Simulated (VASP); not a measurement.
# PbS (Cmcm) in VASP: further runs, part 2 of 2

VASP 6.6.1. Earlier steps stand in the parts before.

## (3) Single point, PBEsol, non-collinear spin, zero start, spin-orbit coupling

Input file INCAR:

```
SYSTEM = PbS
ALGO = Normal
EDIFF = 1E-6
ENCUT = 500
GGA = PS
GGA_COMPAT = .FALSE.
ISIF = 2
ISMEAR = 1
LASPH = .TRUE.
LCHARG = .TRUE.
LORBIT = 11
LORBMOM = .TRUE.
LREAL = .FALSE.
LSORBIT = .TRUE.
LVHAR = .TRUE.
LWAVE = .FALSE.
MAGMOM = 0 0 0 0 0 0 0 0 0 0 0 0
NBANDS = 54
NELM = 200
PREC = Accurate
SIGMA = 0.02
```

Input file KPOINTS:

```
k-points
0
G
  5 5 5
  0 0 0
```

Input file POSCAR:

```
PbS
1.0
    2.0799525000     -5.9912970000      0.0000000000
    2.0799525000      5.9912970000      0.0000000000
    0.0000000000      0.0000000000      4.2793210000
Pb S
2 2
Direct
    0.8694370000      0.1305630000      0.7500000000
    0.1305630000      0.8694370000      0.2500000000
    0.6452030000      0.3547970000      0.7500000000
    0.3547970000      0.6452030000      0.2500000000
```

Potentials or basis: VASP PAW PBE potentials, release 64 (Pb_d, S).

The run is started by

```console
$ cat potpaw_PBE.64/Pb_d/POTCAR potpaw_PBE.64/S/POTCAR > POTCAR
$ mpirun -np 1 vasp_ncl > vasp.out
```

OUTCAR:

```text
SYSTEM = PbS
   EDIFF = 1E-6
   ENCUT = 500
   GGA = PS
   ISIF = 2
   ISMEAR = 1
   LASPH = .TRUE.
   LORBIT = 11
   LREAL = .FALSE.
   LSORBIT = .TRUE.
   NELM = 200
   PREC = Accurate

 ion  position               nearest neighbor table
   1  0.869  0.131  0.750-   3 2.69   4 2.99   4 2.99   4 2.99   4 2.99   2 3.79   2 3.79   2 4.13
                             2 4.13   2 4.13   2 4.13
   2  0.131  0.869  0.250-   4 2.69   3 2.99   3 2.99   3 2.99   3 2.99   1 3.79   1 3.79   1 4.13
                             1 4.13   1 4.13   1 4.13
   3  0.645  0.355  0.750-   1 2.69   2 2.99   2 2.99   2 2.99   2 2.99
   4  0.355  0.645  0.250-   2 2.69   1 2.99   1 2.99   1 2.99   1 2.99

  LATTYP: Found a base centered orthorhombic cell.
 ALAT       =     4.1599050000
 B/A-ratio  =     2.8804970306
 C/A-ratio  =     1.0287064248

  Lattice vectors:

 A1 = (   2.0799525000,  -5.9912970000,   0.0000000000)
 A2 = (   2.0799525000,   5.9912970000,   0.0000000000)
 A3 = (   0.0000000000,   0.0000000000,   4.2793210000)

Analysis of symmetry for initial positions (statically):
=====================================================================
[... 1610 lines left out ...]
     0.0000000     0.0000000     0.0000000     0.0000000     0.0000000     0.0000000     0.0000000
     0.0000000     0.0000000     0.0000000     0.0000000     0.0000000     0.0000000     0.0000000
     0.0000000     0.0000000     0.0000000     0.0000000     0.0000000     0.0000000     0.0000000
[... 49 lines left out ...]
 l=   2
     0.0000000     0.0000000     0.0000000     0.0000000     0.0000000
     0.0000000     0.0000000     0.0000000     0.0000000     0.0000000
     0.0000000     0.0000000     0.0000000     0.0000000     0.0000000
     0.0000000     0.0000000     0.0000000     0.0000000     0.0000000
     0.0000000     0.0000000     0.0000000     0.0000000     0.0000000
 l=   3
     0.0000000     0.0000000     0.0000000     0.0000000     0.0000000     0.0000000     0.0000000
     0.0000000     0.0000000     0.0000000     0.0000000     0.0000000     0.0000000     0.0000000
     0.0000000     0.0000000     0.0000000     0.0000000     0.0000000     0.0000000     0.0000000
     0.0000000     0.0000000     0.0000000     0.0000000     0.0000000     0.0000000     0.0000000
     0.0000000     0.0000000     0.0000000     0.0000000     0.0000000     0.0000000     0.0000000
     0.0000000     0.0000000     0.0000000     0.0000000     0.0000000     0.0000000     0.0000000
     0.0000000     0.0000000     0.0000000     0.0000000     0.0000000     0.0000000     0.0000000

 total charge

# of ion       s       p       d       tot
------------------------------------------
    1        1.438   0.570   9.843  11.851
    2        1.438   0.570   9.843  11.851
    3        1.347   2.303   0.000   3.651
    4        1.347   2.303   0.000   3.651
--------------------------------------------------
tot          5.570   5.746  19.686  31.003

 magnetization (x)

# of ion       s       p       d       tot
------------------------------------------
    1        0.000   0.000   0.000   0.000
    2        0.000   0.000   0.000   0.000
    3        0.000   0.000   0.000   0.000
    4        0.000   0.000   0.000   0.000
--------------------------------------------------
tot          0.000   0.000   0.000   0.000

 magnetization (y)

# of ion       s       p       d       tot
------------------------------------------
    1        0.000   0.000   0.000   0.000
    2        0.000   0.000   0.000   0.000
    3        0.000   0.000   0.000   0.000
    4        0.000   0.000   0.000   0.000
--------------------------------------------------
tot          0.000   0.000   0.000   0.000

 magnetization (z)

# of ion       s       p       d       tot
------------------------------------------
    1        0.000   0.000   0.000   0.000
    2        0.000   0.000   0.000   0.000
    3        0.000   0.000   0.000   0.000
    4        0.000   0.000   0.000   0.000
--------------------------------------------------
tot          0.000   0.000   0.000   0.000
```

OSZICAR:

```text
N       E                     dE             d eps       ncg     rms          rms(c)
DAV:   1     0.463562644170E+03    0.46356E+03   -0.17573E+04  2916   0.155E+03
DAV:   2     0.471318597072E+02   -0.41643E+03   -0.39926E+03  2916   0.435E+02
DAV:   3    -0.157678785864E+02   -0.62900E+02   -0.59467E+02  3688   0.195E+02
DAV:   4    -0.201137140404E+02   -0.43458E+01   -0.42748E+01  3714   0.515E+01
DAV:   5    -0.202846924769E+02   -0.17098E+00   -0.17069E+00  4096   0.106E+01    0.608E+00
DAV:   6    -0.195189890315E+02    0.76570E+00   -0.11136E+00  4108   0.108E+01    0.378E+00
DAV:   7    -0.195341033533E+02   -0.15114E-01   -0.43857E-01  3784   0.308E+00    0.232E+00
DAV:   8    -0.195359554477E+02   -0.18521E-02   -0.62218E-02  4066   0.261E+00    0.621E-01
DAV:   9    -0.195303083577E+02    0.56471E-02   -0.10866E-02  4160   0.113E+00    0.252E-01
DAV:  10    -0.195303097185E+02   -0.13609E-05   -0.32826E-03  4064   0.337E-01    0.852E-02
DAV:  11    -0.195303775122E+02   -0.67794E-04   -0.33242E-04  4176   0.148E-01    0.235E-02
DAV:  12    -0.195303812631E+02   -0.37509E-05   -0.34597E-05  4160   0.492E-02    0.124E-02
DAV:  13    -0.195303815966E+02   -0.33350E-06   -0.76839E-06  3302   0.193E-02
   1 F= -.19530382E+02 E0= -.19530394E+02  d E =0.371673E-04  mag=    -0.0000     0.0000    -0.0000
```

stdout:

```text
POSCAR found type information on POSCAR PbS
 POSCAR found :  2 types and       4 ions
 scaLAPACK will be used
 -----------------------------------------------------------------------------
|                                                                             |
|                                                                             |
|     You enforced a specific xc type in the INCAR file but a different       |
|     I HOPE YOU KNOW WHAT YOU ARE DOING!                                     |
|                                                                             |
 -----------------------------------------------------------------------------

 LDA part: xc-table for (Slater+PW92), standard interpolation
 POSCAR, INCAR and KPOINTS ok, starting setup
 FFT: planning ... GRIDC
 FFT: planning ... GRID_SOFT
 FFT: planning ... GRID
 WAVECAR not read
 entering main loop
```

Run time: 6.1 min. Hardware: 1 thread of Intel Xeon 6975P-C (Granite Rapids), shared host; peak memory 0.65 GiB.

Results:

* Free energy: -19.5304 eV
* Pressure: -2.0 GPa
* Largest force: 0.074 eV/Å
* Net moment: 0.00 μB per cell
* Valence electrons inside the program's atomic spheres: Pb 11.85; S 3.65

Forces on the atoms (eV/Å):
```
Pb   0.000  0.074  0.000
Pb   0.000 -0.074  0.000
S    0.000 -0.038  0.000
S    0.000  0.038  0.000
```

Stress tensor (GPa, compression positive):
```
-1.92  0.00  0.00
 0.00 -1.93  0.00
 0.00  0.00 -2.19
```

Moments on the atoms (μB; x, y, z):
```
Pb  0.00 0.00 0.00
Pb  0.00 0.00 0.00
S   0.00 0.00 0.00
S   0.00 0.00 0.00
```

Caveat: the PAW data sets were made with another functional, which shifts forces and pressure a little.
